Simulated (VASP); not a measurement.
# Ni (Fm-3m) in VASP: single point with r2SCAN

Aim: the single point of Ni with r2SCAN.

Program: VASP 6.6.1. These are calculated values, not measurements. Logs are shortened: lines on timing, memory, paths and dates and some standing lists are left out, and cuts for length are marked.

## Step 1: The cell of the first run

Symmetry: Fm-3m, No. 225, cubic system. The conventional cell has a = 3.478 Å, b = 3.478 Å, c = 3.478 Å, α = 90.00°, β = 90.00°, γ = 90.00°. Within 3.2 Å of Ni (site symmetry m-3m) lie 12 Ni at 2.46 Å.

## Step 2: Single point, r2SCAN, collinear spin, ferromagnetic start

POSCAR reads:

```
Ni
1.0
    0.0000000000      1.7391569095      1.7391569095
    1.7391569095      0.0000000000      1.7391569095
    1.7391569095      1.7391569095      0.0000000000
Ni
1
Direct
    0.0000000000      0.0000000000      0.0000000000
```

INCAR.step1 reads:

```
PREC = Accurate ; ENCUT = 520
ISMEAR = -1 ; SIGMA = 0.05
LREAL = F ; LASPH = T
NELM = 150 ; ISPIN = 2
MAGMOM = 1 ; LMAXMIX = 4
NBANDS = 15 ; GGA = PE
ALGO = Normal ; EDIFF = 1E-4
LWAVE = T ; LCHARG = F
```

INCAR.step2 reads:

```
PREC = Accurate ; ENCUT = 520
EDIFF = 1E-6 ; ISMEAR = -1
SIGMA = 0.05 ; LREAL = F
LASPH = T ; NELM = 150
ALGO = Normal ; ISIF = 2
LWAVE = F ; LCHARG = T
ISPIN = 2 ; MAGMOM = 1
LORBIT = 11 ; LMAXMIX = 4
METAGGA = R2SCAN ; LMIXTAU = T
LELF = T ; LVHAR = T
NBANDS = 15 ; ISTART = 1
```

KPOINTS reads:

```
regular mesh
0
Gamma
  25 25 25
```

Potentials or basis: VASP PAW PBE potentials, release 64 (Ni).

On the command line:

```sh
> cat potpaw_PBE.64/Ni/POTCAR > POTCAR
> cp INCAR.step1 INCAR
> mpirun -np 1 vasp_std > vasp.out
> cp INCAR.step2 INCAR
> mpirun -np 1 vasp_std > vasp.out
```

OUTCAR:

```text
PREC = Accurate
   ENCUT = 520
   EDIFF = 1E-6
   ISMEAR = -1
   LREAL = F
   LASPH = T
   NELM = 150
   ISIF = 2
   ISPIN = 2
   LORBIT = 11
   METAGGA = R2SCAN
   ISTART = 1

 ion  position               nearest neighbor table
   1  0.000  0.000  0.000-

  LATTYP: Found a face centered cubic cell.
 ALAT       =     3.4783138190

  Lattice vectors:

 A1 = (   0.0000000000,   1.7391569095,   1.7391569095)
 A2 = (   1.7391569095,   0.0000000000,   1.7391569095)
 A3 = (   1.7391569095,   1.7391569095,   0.0000000000)

Analysis of symmetry for initial positions (statically):
=====================================================================
 Subroutine PRICEL returns:
 Original cell was already a primitive cell.

 Routine SETGRP: Setting up the symmetry group for a
 face centered cubic supercell.

 Subroutine GETGRP returns: Found 48 space group operations
 (whereof 48 operations were pure point group operations)
 out of a pool of 48 trial point group operations.

The static configuration has the point symmetry O_h .

Analysis of symmetry for dynamics (positions and initial velocities):
=====================================================================
 Subroutine PRICEL returns:
 Original cell was already a primitive cell.

 Routine SETGRP: Setting up the symmetry group for a
 face centered cubic supercell.

 Subroutine GETGRP returns: Found 48 space group operations
 (whereof 48 operations were pure point group operations)
 out of a pool of 48 trial point group operations.

The dynamic configuration has the point symmetry O_h .

Analysis of structural, dynamic, and magnetic symmetry:
=====================================================================
 Subroutine PRICEL returns:
 Original cell was already a primitive cell.

 Routine SETGRP: Setting up the symmetry group for a
 face centered cubic supercell.

 Subroutine GETGRP returns: Found 48 space group operations
 (whereof 48 operations were pure point group operations)
 out of a pool of 48 trial point group operations.

The overall configuration has the point symmetry O_h .

 Subroutine INISYM returns: Found 48 space group operations
 (whereof 48 operations are pure point group operations),
 and found     1 'primitive' translations

----------------------------------------------------------------------------------------

                                     Primitive cell

  volume of cell :      10.5207

  direct lattice vectors                    reciprocal lattice vectors
     0.000000000  1.739156909  1.739156909    -0.287495623  0.287495623  0.287495623
     1.739156909  0.000000000  1.739156909     0.287495623 -0.287495623  0.287495623
     1.739156909  1.739156909  0.000000000     0.287495623  0.287495623 -0.287495623

  length of vectors
     2.459539289  2.459539289  2.459539289     0.497957027  0.497957027  0.497957027

  position of ions in fractional coordinates (direct lattice)
     0.000000000  0.000000000  0.000000000

  ion indices of the primitive-cell ions
   primitive index   ion index
                 1           1

----------------------------------------------------------------------------------------

 KPOINTS: regular mesh

Automatic generation of k-mesh.
 Grid dimensions read from file:
 generate k-points for:   25   25   25

 Generating k-lattice:

  Cartesian coordinates                     Fractional coordinates (reciprocal lattice)
    -0.011499825  0.011499825  0.011499825     0.040000000  0.000000000  0.000000000
     0.011499825 -0.011499825  0.011499825     0.000000000  0.040000000  0.000000000
     0.011499825  0.011499825 -0.011499825     0.000000000  0.000000000  0.040000000

  Length of vectors
     0.019918281  0.019918281  0.019918281

  Shift w.r.t. Gamma in fractional coordinates (k-lattice)
     0.000000000  0.000000000  0.000000000

 Subroutine IBZKPT returns following result:
 ===========================================

 Found    455 irreducible k-points:

 Following reciprocal coordinates:
            Coordinates               Weight
  0.000000  0.000000  0.000000      1.000000
  0.040000  0.000000  0.000000      8.000000
  0.080000  0.000000  0.000000      8.000000
  0.120000  0.000000  0.000000      8.000000
  0.160000  0.000000  0.000000      8.000000
  0.200000  0.000000  0.000000      8.000000
[... 16 lines left out ...]
  0.400000  0.040000  0.000000     24.000000
  0.440000  0.040000  0.000000     24.000000
 [... further k-points ...]
   k-points           NKPTS =    455   k-points in BZ     NKDIM =    455   number of bands    NBANDS=     15
   number of dos      NEDOS =    301   number of ions     NIONS =      1
   total plane-waves  NPLWV =   5832
   dimension x,y,z NGX =    18 NGY =   18 NGZ =   18
   dimension x,y,z NGXF=    36 NGYF=   36 NGZF=   36
   ions per type =               1
   NGX,Y,Z   is equivalent  to a cutoff of  12.17, 12.17, 12.17 a.u.
   NGXF,Y,Z  is equivalent  to a cutoff of  24.33, 24.33, 24.33 a.u.
 SYSTEM =  unknown system
   PREC   = accura    normal or accurate (medium, high low for compatibility)
   ISTART =      1    job   : 0-new  1-cont  2-samecut
   ICHARG =      0    charge: 1-file 2-atom 10-const
   ISPIN  =      2    spin polarized calculation?
   LNONCOLLINEAR =      F non collinear calculations
   LSORBIT =      F    spin-orbit coupling
   LASPH  =      T    aspherical Exc in radial PAW
   ENCUT  =  520.0 eV  38.22 Ry    6.18 a.u.   4.57  4.57  4.57*2*pi/ulx,y,z
   NELM   =    150;   NELMIN=  2; NELMDL=  0     # of ELM steps
   EDIFF  = 0.1E-05   stopping-criterion for ELM
   LREAL  =      F    real-space projection
   EDIFFG = 0.1E-04   stopping-criterion for IOM
   NSW    =      0    number of steps for IOM
   IBRION =     -1    ionic relax: 0-MD 1-quasi-New 2-CG
   NFREE  =      0    steps in history (QN), initial steepest desc. (CG)
   ISIF   =      2    stress and relaxation
   ISYM   =      2    0-nonsym 1-usesym 2-fastsym
   POTIM  = 0.5000    time-step for ionic-motion
   TEBEG  =    0.0;   TEEND  =   0.0 temperature during run
   PSTRESS=    0.0 pullay stress
   NELECT =      10.0000    total number of electrons
   NUPDOWN=      -1.0000    fix difference up-down
   EMIN   =  10.00;   EMAX   =-10.00  energy-range for DOS
   EFERMI =   0.00;   METHOD = LEGACY
   ISMEAR =    -1;   SIGMA  =   0.05  broadening in eV -4-tet -1-fermi 0-gaus
   EFERMI_NEDOS =   21; number of points for ismear=-14 and -15
   IALGO  =     38    algorithm
   IMIX   =      4    mixing-type and parameters
     AMIX     =   0.40;   BMIX     =  1.00
     AMIX_MAG =   1.60;   BMIX_MAG =  1.00
  volume/ion in A,a.u.               =      10.52        71.00
  Fermi-wavevector in a.u.,A,eV,Ry     =   1.609630  3.041760 35.251455  2.590909
  Thomas-Fermi vector in A             =   2.705309
   LORBIT       =     11    0 simple, 1 ext, 2 COOP (PROOUT), +10 PAW based schemes
   METAGGA = R2SCAN    functional components
   LHFCALC =     F    Hartree Fock is set to
   AEXX    =    0.0000 exact exchange contribution
   IVDW    =     0    specifies the selected vdW correction
   LEPSILON=     F    determine dielectric tensor
   LRPA    =     F    only Hartree local field effects (RPA)
 spin polarized calculation
  energy-cutoff  :      520.00
  volume of cell :       10.52
 maximum number of plane-waves:       296
   NGX =  9   NGY =  9   NGZ =  9

 number of electron      10.0000000 magnetization       0.7268321

 Free energy of the ion-electron system (eV)
  ---------------------------------------------------
  ext. energy  EPLUGINS =         0.00000000
  ---------------------------------------------------
  free energy    TOTEN  =       -11.94872522 eV

  energy without entropy =      -11.93832319  energy(sigma->0) =      -11.94352421

 E-fermi :   9.8031     XC(G=0): -14.6166

 val. band max:        9.8030339224   @ k =   0.3600   0.1600   0.0000
 cond. band min:       9.8038325553   @ k =  -0.2800   0.2800   0.1200
 fundamental gap:      0.0007986329
 Fermi energy:         9.8030633153

 spin component 1

 k-point     1 :       0.0000    0.0000    0.0000
  band No.  band energies     occupation
      1       0.1501      1.00000
      2       6.7690      1.00000
      3       6.7690      1.00000
      4       6.7690      1.00000
      5       8.1134      1.00000
      6       8.1134      1.00000
      7      34.6363      0.00000
      8      39.0557      0.00000
      9      39.0557      0.00000
     10      39.0561      0.00000
     11      41.7915      0.00000
     12      41.7915      0.00000
     13      41.7915      0.00000
     14      45.1523      0.00000
     15      51.8119      0.00000
[... 397 lines left out ...]
 k-point    24 :       0.4400    0.0400    0.0000
  band No.  band energies     occupation
      1       4.2948      1.00000
      2       6.8483      1.00000
      3       6.9027      1.00000
      4       8.0406      1.00000
      5       8.7085      1.00000
      6       9.0961      1.00000
      7      17.0482      0.00000
      8      32.9430      0.00000
      9      34.9705      0.00000
     10      36.0663      0.00000
     11      39.3070      0.00000
     12      40.1577      0.00000
     13      45.5311      0.00000
     14      52.3071      0.00000
     15      55.5297      0.00000

 [... further k-points ...]

 spin component 2

 k-point     1 :       0.0000    0.0000    0.0000
  band No.  band energies     occupation
      1      -0.1001      1.00000
      2       8.0990      1.00000
      3       8.0990      1.00000
      4       8.0990      1.00000
      5       8.8716      1.00000
      6       8.8717      1.00000
      7      34.3797      0.00000
      8      39.1667      0.00000
      9      39.1668      0.00000
     10      39.1668      0.00000
     11      42.0930      0.00000
     12      42.0930      0.00000
     13      42.0930      0.00000
     14      45.2374      0.00000
     15      52.6469      0.00000
[... 397 lines left out ...]
 k-point    24 :       0.4400    0.0400    0.0000
  band No.  band energies     occupation
      1       4.8464      1.00000
      2       7.7419      1.00000
      3       7.8380      1.00000
      4       8.4240      1.00000
      5       9.9318      0.07077
      6      10.0305      0.01048
      7      17.5902      0.00000
      8      32.8568      0.00000
      9      35.2154      0.00000
     10      36.3457      0.00000
     11      39.4534      0.00000
     12      40.3530      0.00000
     13      45.8781      0.00000
     14      54.6772      0.00000
     15      56.2109      0.00000

 [... further k-points ...]
[... 5 lines left out ...]
  --------------------------------------------------------------------------------------
  -------------------------------------------------------------------------------------
  Total        0.0355403      0.0355403      0.0355403      0.0000000      0.0000000      0.0000000
  in kB        5.4123456      5.4123456      5.4123456      0.0000000      0.0000000      0.0000000
  external PRESSURE =       5.4123456 kB  Pullay stress =       0.0000000 kB

 VOLUME and BASIS-vectors are now :
 -----------------------------------------------------------------------------
  energy-cutoff  :      520.00
  volume of cell :       10.52
      direct lattice vectors                 reciprocal lattice vectors
     0.000000000  1.739156909  1.739156909    -0.287495623  0.287495623  0.287495623
     1.739156909  0.000000000  1.739156909     0.287495623 -0.287495623  0.287495623
     1.739156909  1.739156909  0.000000000     0.287495623  0.287495623 -0.287495623

 POSITION                                       TOTAL-FORCE (eV/Angst)
 -----------------------------------------------------------------------------------
      0.00000      0.00000      0.00000        -0.000000      0.000000      0.000000
 -----------------------------------------------------------------------------------
    total drift:                                0.000000     -0.000000     -0.000000

  FREE ENERGIE OF THE ION-ELECTRON SYSTEM (eV)
  ---------------------------------------------------
  free  energy   TOTEN  =       -11.9487252227 eV

  energy  without entropy=      -11.9383231904  energy(sigma->0) =      -11.94352421

 total charge

# of ion       s       p       d       tot
------------------------------------------
    1        0.529   0.550   8.328   9.407

 magnetization (x)

# of ion       s       p       d       tot
------------------------------------------
    1       -0.010  -0.043   0.798   0.745
```

Run time: 6.9 min. Hardware: 1 thread of Intel Xeon Platinum 8488C (Sapphire Rapids), shared host; peak memory 0.21 GiB.

What came out:

```
Free energy                                           : -11.9487 eV
Pressure                                              : 0.5 GPa
Net moment                                            : 0.73 μB per cell
Site moments                                          : Ni +0.74 μB
Valence electrons inside the program's atomic spheres : Ni 9.41
```

Caveat: the PAW data sets were made with another functional, which shifts forces and pressure a little.
